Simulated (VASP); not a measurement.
**Ni3Ge: single point with LDA**

Crystal: Ni3Ge.

```
CELL_PARAMETERS angstrom
3.53033 0.00000 0.00000
0.00000 3.53033 0.00000
0.00000 0.00000 3.53033
ATOMIC_POSITIONS crystal
Ni 0.50000 0.00000 0.50000
Ni 0.00000 0.50000 0.50000
Ni 0.50000 0.50000 0.00000
Ge 0.00000 0.00000 0.00000
```

| Property | Result |
| --- | --- |
| Program | VASP 6.6.1 |
| Task | single point |
| Functional | LDA |
| Potentials or basis | VASP PAW LDA potentials, release 64 (Ni, Ge_d) |
| Cutoff | 520 eV |
| k mesh | 8 × 8 × 8 |
| Occupations | fermi-dirac, width 0.05 eV |
| Spin | collinear spin, ferromagnetic start |
| Starting moments | [1.5, 1.5, 1.5, 0.0] μB |

```
Pressure                                              : -7.2 GPa
Band gap on the k mesh                                : zero (filled and empty bands overlap)
Net moment                                            : 0.00 μB per cell
Valence electrons inside the program's atomic spheres : Ni 9.46; Ge 12.49
```

Levels at points of the mesh, in eV from the Fermi level:
Spin up:
```tsv
k point	band 19	band 20	band 21	band 22	band 23	band 24	band 25	band 26
(0.00, 0.00, 0.00)	-0.58	-0.58	-0.29	0.02	0.02	0.02	3.92	6.96
(0.50, 0.00, 0.00)	-1.24	-1.14	-0.53	0.02	3.63	3.63	4.63	5.83
(0.50, 0.50, 0.00)	-1.19	-1.12	-0.95	-0.95	0.64	0.64	5.71	6.49
(0.50, 0.50, 0.50)	-1.17	-1.17	-0.44	-0.21	-0.21	-0.21	0.66	4.24
```
Spin down:
```tsv
k point	band 20	band 21	band 22	band 23	band 24	band 25
(0.00, 0.00, 0.00)	-0.58	-0.29	0.02	0.02	0.02	3.92
(0.50, 0.00, 0.00)	-1.14	-0.53	0.02	3.63	3.63	4.63
(0.50, 0.50, 0.00)	-1.12	-0.95	-0.95	0.64	0.64	5.71
(0.50, 0.50, 0.50)	-1.17	-0.44	-0.21	-0.21	-0.21	0.66
```

It took 57 s on 1 thread of Intel(R) Xeon(R) 6975P-C (Granite Rapids), with other jobs on the host, peak memory 0.2 GiB.

Caveat: the cell stands under tension.
